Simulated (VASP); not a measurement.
Ga3AsP2: single point with r2SCAN

The system is Ga3AsP2.

```
CELL_PARAMETERS angstrom
-1.91217 5.73668 2.70441
1.91217 -5.73668 2.70441
1.91217 5.73668 -2.70441
ATOMIC_POSITIONS crystal
P 0.33291 0.00032 0.33259
P 0.66773 0.00032 0.66741
Ga 0.57338 0.74440 0.82898
Ga 0.91542 0.74440 0.17102
Ga 0.26134 0.76134 0.50000
As 0.99922 0.99922 0.00000
```

This cell differs from its parent crystal: volume changed by -6%.

```json
{
  "Program": "VASP 6.6.1",
  "Task": "single point",
  "Functional": "r2SCAN",
  "Potentials or basis": "VASP PAW PBE potentials, release 64 (P, Ga_d, As)",
  "Cutoff": "520 eV",
  "k mesh": "6 × 6 × 6",
  "Occupations": "gaussian, width 0.01 eV",
  "Spin": "no spin polarisation",
  "Dipole correction": "no",
  "Further INCAR settings": "ALGO = Normal; EDIFF = 1e-06; NBANDS = 36"
}
```

The pressure is 5.9 GPa, the largest force is 0.039 eV/Å and the band gap on the k mesh is 1.67 eV, indirect (least direct gap 2.04 eV).

Forces on the atoms (eV/Å):
```
P    0.000  0.004  0.018
P    0.000 -0.004  0.018
Ga   0.000 -0.003 -0.022
Ga   0.000  0.003 -0.022
Ga   0.000  0.000  0.039
As   0.000  0.000 -0.031
```

Stress tensor (GPa, compression positive):
```
5.96 0.00 0.00
0.00 5.86 0.00
0.00 0.00 5.84
```

Levels at points of the mesh, in eV from the valence-band top:
| k point | band 23 | band 24 | band 25 | band 26 | band 27 | band 28 | band 29 | band 30 | band 31 | band 32 |
| --- | --- | --- | --- | --- | --- | --- | --- | --- | --- | --- |
| (0.00, 0.00, 0.00) | -2.45 | -2.08 | -0.06 | -0.05 | 0.00 | 2.35 | 2.45 | 2.86 | 4.07 | 4.08 |
| (0.50, 0.00, 0.00) | -2.01 | -1.94 | -1.81 | -1.31 | -1.12 | 1.94 | 2.88 | 3.14 | 4.54 | 4.74 |
| (0.00, 0.50, 0.00) | -4.10 | -2.89 | -2.76 | -1.32 | -1.31 | 1.95 | 4.22 | 4.30 | 4.72 | 4.91 |
| (0.50, 0.50, 0.00) | -3.66 | -3.07 | -3.04 | -2.44 | -2.22 | 1.67 | 1.95 | 3.90 | 3.91 | 4.68 |
| (0.50, 0.50, 0.50) | -3.04 | -2.41 | -2.34 | -0.85 | -0.37 | 1.68 | 1.92 | 3.51 | 3.78 | 4.93 |

Wall time 26 min on 1 thread of Intel Xeon 6975P-C (shared host), peak memory 0.5 GiB.

Caveat: the PAW data sets were made with another functional, which shifts forces and pressure a little. A k mesh can miss the band edges.
